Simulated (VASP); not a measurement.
# SiO2 (Cmcm) in VASP: a series of runs

SiO2 is run at these levels: PBEsol; tasks: single point.

All numbers are computed with VASP 6.6.1; they aren't measurements. Logs are shortened: lines on timing, memory, paths and dates and some standing lists are left out, and cuts for length are marked.

## 1. The cell of the first run

It takes space group Cmcm (No. 63, orthorhombic). The conventional cell has a = 8.519 Å, b = 16.257 Å, c = 5.251 Å, α = 90.00°, β = 90.00°, γ = 90.00°. Within 2.2 Å of Si (site symmetry m) lie 4 O at 1.62 to 1.81 Å. Within 2.1 Å of Si (site symmetry m2m) lie 4 O at 1.61 to 1.76 Å. Within 2.2 Å of O (site symmetry -1) lie 2 Si at 1.62 Å. O (site symmetry m) has 2 Si at 1.68 to 1.76 Å within 2.2 Å. Within 2.4 Å of O (site symmetry m2m) lie 2 Si at 1.81 Å. O (site symmetry 2/m) has 2 Si at 1.61 Å within 2.1 Å.

## 2. Single point, PBEsol (strain +0.1312 x Voigt [1, 0, 0, 0, 0, 0])

File INCAR:

```
SYSTEM = SiO2
  PREC = Accurate
  ENCUT = 520
  EDIFF = 1E-6
  ISMEAR = 0
  SIGMA = 0.05
  LREAL = Auto
  LASPH = .TRUE.
  NELM = 60
  ALGO = Normal
  ISIF = 2
  LWAVE = .FALSE.
  LCHARG = .FALSE.
  GGA = PS
  NBANDS = 63
```

File KPOINTS:

```
regular mesh
0
G
  4 4 4
  0 0 0
```

File POSCAR:

```
SiO2
1.0
    4.2594177057     -8.1284566593      0.0000000000
    4.2594177057      8.1284566593      0.0000000000
    0.0000000000      0.0000000000      5.2514179063
Si O
6 12
Direct
    0.0102808395      0.4026121463      0.2500000000
    0.4026121463      0.0102808395      0.7500000000
    0.5973878537      0.9897191605      0.2500000000
    0.9897191605      0.5973878537      0.7500000000
    0.4430221731      0.5569778269      0.2500000000
    0.5569778269      0.4430221731      0.7500000000
    0.0000000000      0.5000000000      0.5000000000
    0.5000000000      0.0000000000      0.5000000000
    0.5000000000      0.0000000000      0.0000000000
    0.0000000000      0.5000000000      0.0000000000
    0.2099831976      0.4362740928      0.2500000000
    0.4362740928      0.2099831976      0.7500000000
    0.5637259072      0.7900168024      0.2500000000
    0.7900168024      0.5637259072      0.7500000000
    0.8307346196      0.1692653804      0.2500000000
    0.1692653804      0.8307346196      0.7500000000
    0.5000000000      0.5000000000      0.0000000000
    0.5000000000      0.5000000000      0.5000000000
```

Potentials or basis: VASP PAW PBE potentials, release 64 (Si, O).

Started as:

```
cat potpaw_PBE.64/Si/POTCAR potpaw_PBE.64/O/POTCAR > POTCAR
mpirun -np 1 vasp_std > vasp.out
```

OUTCAR:

```text
SYSTEM = SiO2
   PREC = Accurate
   ENCUT = 520
   EDIFF = 1E-6
   ISMEAR = 0
   LREAL = Auto
   LASPH = .TRUE.
   NELM = 60
   ISIF = 2
   GGA = PS

 ion  position               nearest neighbor table
   1  0.010  0.403  0.250-   7 1.62  10 1.62  11 1.68  15 1.81
   2  0.403  0.010  0.750-   8 1.62   9 1.62  12 1.68  16 1.81
   3  0.597  0.990  0.250-   8 1.62   9 1.62  13 1.68  15 1.81
   4  0.990  0.597  0.750-   7 1.62  10 1.62  14 1.68  16 1.81
   5  0.443  0.557  0.250-  17 1.61  18 1.61  11 1.76  13 1.76
   6  0.557  0.443  0.750-  17 1.61  18 1.61  12 1.76  14 1.76
   7  0.000  0.500  0.500-   1 1.62   4 1.62
   8  0.500  0.000  0.500-   2 1.62   3 1.62
   9  0.500  0.000  0.000-   2 1.62   3 1.62
  10  0.000  0.500  0.000-   1 1.62   4 1.62
  11  0.210  0.436  0.250-   1 1.68   5 1.76
  12  0.436  0.210  0.750-   2 1.68   6 1.76
  13  0.564  0.790  0.250-   3 1.68   5 1.76
  14  0.790  0.564  0.750-   4 1.68   6 1.76
  15  0.831  0.169  0.250-   1 1.81   3 1.81
  16  0.169  0.831  0.750-   2 1.81   4 1.81
  17  0.500  0.500  0.000-   5 1.61   6 1.61
  18  0.500  0.500  0.500-   5 1.61   6 1.61

  LATTYP: Found a base centered orthorhombic cell.
 ALAT       =     8.5188354114
 B/A-ratio  =     1.9083492677
 C/A-ratio  =     0.6164478655

  Lattice vectors:

 A1 = (   4.2594177057,  -8.1284566593,   0.0000000000)
 A2 = (   4.2594177057,   8.1284566593,   0.0000000000)
 A3 = (   0.0000000000,   0.0000000000,   5.2514179063)

Analysis of symmetry for initial positions (statically):
=====================================================================
 Subroutine PRICEL returns:
 Original cell was already a primitive cell.

 Routine SETGRP: Setting up the symmetry group for a
 base centered orthorhombic supercell.

 Subroutine GETGRP returns: Found  8 space group operations
 (whereof  4 operations were pure point group operations)
 out of a pool of  8 trial point group operations.

The static configuration has the point symmetry C_2h.
 The point group associated with its full space group is D_2h.

Analysis of symmetry for dynamics (positions and initial velocities):
=====================================================================
 Subroutine PRICEL returns:
 Original cell was already a primitive cell.

 Routine SETGRP: Setting up the symmetry group for a
 base centered orthorhombic supercell.

 Subroutine GETGRP returns: Found  8 space group operations
 (whereof  4 operations were pure point group operations)
 out of a pool of  8 trial point group operations.

The dynamic configuration has the point symmetry C_2h.
[... 134 lines left out ...]
   ISIF   =      2    stress and relaxation
   ISYM   =      2    0-nonsym 1-usesym 2-fastsym
   POTIM  = 0.5000    time-step for ionic-motion
   TEBEG  =    0.0;   TEEND  =   0.0 temperature during run
   PSTRESS=    0.0 pullay stress
   NELECT =      96.0000    total number of electrons
   NUPDOWN=      -1.0000    fix difference up-down
   EMIN   =  10.00;   EMAX   =-10.00  energy-range for DOS
   EFERMI =   0.00;   METHOD = LEGACY
   ISMEAR =     0;   SIGMA  =   0.05  broadening in eV -4-tet -1-fermi 0-gaus
   EFERMI_NEDOS =   21; number of points for ismear=-14 and -15
   IALGO  =     38    algorithm
   IMIX   =      4    mixing-type and parameters
     AMIX     =   0.40;   BMIX     =  1.00
     AMIX_MAG =   1.60;   BMIX_MAG =  1.00
  volume/ion in A,a.u.               =      20.20       136.33
  Fermi-wavevector in a.u.,A,eV,Ry     =   1.050212  1.984613 15.006479  1.102945
  Thomas-Fermi vector in A             =   2.185206
   LORBIT       =      0    0 simple, 1 ext, 2 COOP (PROOUT), +10 PAW based schemes
   GGA     = PS    functional components
   LHFCALC =     F    Hartree Fock is set to
   AEXX    =    0.0000 exact exchange contribution
   IVDW    =     0    specifies the selected vdW correction
   LEPSILON=     F    determine dielectric tensor
   LRPA    =     F    only Hartree local field effects (RPA)
 non-spin polarized calculation
 Gauss-broadening in eV      SIGMA  =   0.05
  energy-cutoff  :      520.00
  volume of cell :      363.63
 maximum number of plane-waves:      9822
 NGX is ok and might be reduce to    70
   NGX = 35   NGY = 35   NGZ = 19

 number of electron      96.0000015 magnetization

 Free energy of the ion-electron system (eV)
  ---------------------------------------------------
  ext. energy  EPLUGINS =         0.00000000
  ---------------------------------------------------
  free energy    TOTEN  =      -143.97310159 eV

  energy without entropy =     -143.97310159  energy(sigma->0) =     -143.97310159

 E-fermi :  -1.5227     XC(G=0):  -6.8399

 val. band max:       -1.7632072039   @ k =   0.0000   0.0000   0.0000
 cond. band min:       2.2073758148   @ k =   0.0000   0.0000   0.0000
 fundamental gap:      3.9705830187
 Fermi energy:        -1.5226636163

 k-point     1 :       0.0000    0.0000    0.0000
  band No.  band energies     occupation
      1     -21.2126      2.00000
      2     -20.7533      2.00000
      3     -20.6960      2.00000
      4     -19.8813      2.00000
      5     -19.4385      2.00000
      6     -19.4171      2.00000
[... 1312 lines left out ...]
     59       7.2936      0.00000
     60       7.2936      0.00000
 [bands above 60 left out]

------------------------ aborting loop because EDIFF is reached ----------------------------------------

  FORCE on cell =-STRESS in cart. coord.  units (eV):
  Direction    XX          YY          ZZ          XY          YZ          ZX
  --------------------------------------------------------------------------------------
  -------------------------------------------------------------------------------------
  Total      -60.0260742    -17.2607513     -3.2332909      0.0000000     -0.0000000      0.0000000
  in kB     -264.4756056    -76.0510781    -14.2459185      0.0000000     -0.0000000      0.0000000
  external PRESSURE =    -118.2575341 kB  Pullay stress =       0.0000000 kB

 VOLUME and BASIS-vectors are now :
 -----------------------------------------------------------------------------
  energy-cutoff  :      520.00
  volume of cell :      363.63
      direct lattice vectors                 reciprocal lattice vectors
     4.259417706 -8.128456659  0.000000000     0.117386937 -0.061512292  0.000000000
     4.259417706  8.128456659  0.000000000     0.117386937  0.061512292  0.000000000
     0.000000000  0.000000000  5.251417906     0.000000000  0.000000000  0.190424761

 POSITION                                       TOTAL-FORCE (eV/Angst)
 -----------------------------------------------------------------------------------
      1.75868      3.18905      1.31285        -1.713524     -1.409869      0.000000
      1.75868     -3.18905      3.93856        -1.713524      1.409869     -0.000000
      6.76015      3.18905      1.31285         1.713524     -1.409869      0.000000
      6.76015     -3.18905      3.93856         1.713524      1.409869     -0.000000
      4.25942      0.92628      1.31285         0.000000      2.898603     -0.000000
      4.25942     -0.92628      3.93856         0.000000     -2.898603     -0.000000
[... 10 lines left out ...]
      4.25942      0.00000      0.00000         0.000000      0.000000     -0.000000
      4.25942      0.00000      2.62571         0.000000      0.000000     -0.000000
 -----------------------------------------------------------------------------------
    total drift:                                0.000000     -0.000000      0.000000

  FREE ENERGIE OF THE ION-ELECTRON SYSTEM (eV)
  ---------------------------------------------------
  free  energy   TOTEN  =      -143.9731015858 eV

  energy  without entropy=     -143.9731015858  energy(sigma->0) =     -143.97310159
```

OSZICAR:

```text
N       E                     dE             d eps       ncg     rms          rms(c)
DAV:   1     0.704299231685E+03    0.70430E+03   -0.45880E+04  2686   0.133E+03
DAV:   2    -0.839537505737E+02   -0.78825E+03   -0.76176E+03  3490   0.312E+02
DAV:   3    -0.160255103803E+03   -0.76301E+02   -0.75864E+02  3188   0.106E+02
DAV:   4    -0.161718688306E+03   -0.14636E+01   -0.14593E+01  3228   0.159E+01
DAV:   5    -0.161756531078E+03   -0.37843E-01   -0.37800E-01  3164   0.241E+00    0.319E+01
DAV:   6    -0.144169929330E+03    0.17587E+02   -0.76787E+01  3118   0.320E+01    0.152E+01
DAV:   7    -0.144023661662E+03    0.14627E+00   -0.21062E+00  3053   0.577E+00    0.575E+00
DAV:   8    -0.143952077048E+03    0.71585E-01   -0.10619E-01  3316   0.169E+00    0.238E+00
DAV:   9    -0.143962861999E+03   -0.10785E-01   -0.54508E-02  2935   0.133E+00    0.535E-01
DAV:  10    -0.143966767862E+03   -0.39059E-02   -0.28663E-03  3172   0.273E-01    0.347E-01
DAV:  11    -0.143972792630E+03   -0.60248E-02   -0.61014E-03  2991   0.344E-01    0.960E-02
DAV:  12    -0.143973028387E+03   -0.23576E-03   -0.45481E-04  3269   0.126E-01    0.646E-02
DAV:  13    -0.143973124491E+03   -0.96104E-04   -0.53416E-04  2940   0.109E-01    0.455E-02
DAV:  14    -0.143973118796E+03    0.56948E-05   -0.42365E-05  3088   0.380E-02    0.226E-02
DAV:  15    -0.143973103590E+03    0.15205E-04   -0.28409E-05  2949   0.265E-02    0.708E-03
DAV:  16    -0.143973101713E+03    0.18777E-05   -0.88420E-06  3228   0.166E-02    0.452E-03
DAV:  17    -0.143973101586E+03    0.12692E-06   -0.20311E-06  1970   0.677E-03
   1 F= -.14397310E+03 E0= -.14397310E+03  d E =-.801718E-13
```

stdout:

```text
POSCAR found type information on POSCAR SiO
 POSCAR found :  2 types and      18 ions
 scaLAPACK will be used
 -----------------------------------------------------------------------------
|                                                                             |
|                                                                             |
|     You enforced a specific xc type in the INCAR file but a different       |
|     I HOPE YOU KNOW WHAT YOU ARE DOING!                                     |
|                                                                             |
 -----------------------------------------------------------------------------

 LDA part: xc-table for (Slater+PW92), standard interpolation
 POSCAR, INCAR and KPOINTS ok, starting setup
 FFT: planning ... GRIDC
 FFT: planning ... GRID_SOFT
 FFT: planning ... GRID
 WAVECAR not read
 entering main loop
```

It took 10 min on 1 thread of Intel Xeon Platinum 8488C (Sapphire Rapids), shared host; peak memory 0.6 GiB.

What came out:

```yaml
Free_energy: -143.9731 eV
Pressure: -11.8 GPa
Largest_force: 2.899 eV/Å
Band_gap_on_the_k_mesh: 3.97 eV
```

Forces in eV/Å, atoms in the order of the input:
```
Si  -1.714 -1.410  0.000
Si  -1.714  1.410  0.000
Si   1.714 -1.410  0.000
Si   1.714  1.410  0.000
Si   0.000  2.899  0.000
Si   0.000 -2.899  0.000
O    0.000  0.000  0.000
O    0.000  0.000  0.000
O    0.000  0.000  0.000
O    0.000  0.000  0.000
O    1.526 -0.425  0.000
O    1.526  0.425  0.000
O   -1.526 -0.425  0.000
O   -1.526  0.425  0.000
O    0.000  1.325  0.000
O    0.000 -1.325  0.000
O    0.000  0.000  0.000
O    0.000  0.000  0.000
```

Levels at points of the mesh, in eV from the valence-band top:
| k point | band 46 | band 47 | band 48 | band 49 | band 50 | band 51 |
| --- | --- | --- | --- | --- | --- | --- |
| (0.00, 0.00, 0.00) | -0.32 | -0.24 | 0.00 | 3.97 | 6.21 | 6.87 |
| (0.50, 0.00, 0.00) | -0.32 | -0.32 | -0.26 | 5.15 | 5.56 | 5.93 |
| (0.50, 0.50, 0.00) | -0.48 | -0.37 | -0.01 | 4.56 | 5.10 | 7.29 |
| (0.00, 0.00, 0.50) | -0.82 | -0.25 | -0.25 | 5.25 | 5.25 | 7.74 |
| (0.50, 0.00, 0.50) | -0.40 | -0.33 | -0.33 | 6.05 | 6.05 | 6.27 |
| (0.50, 0.50, 0.50) | -0.57 | -0.27 | -0.27 | 5.19 | 5.19 | 7.37 |

Caveat: the cell differs from its parent crystal (strain +0.1312 x Voigt [1, 0, 0, 0, 0, 0]); the cell stands under tension; the PAW data sets were made with another functional, which shifts forces and pressure a little.

(Continued in part 2 of 2.)
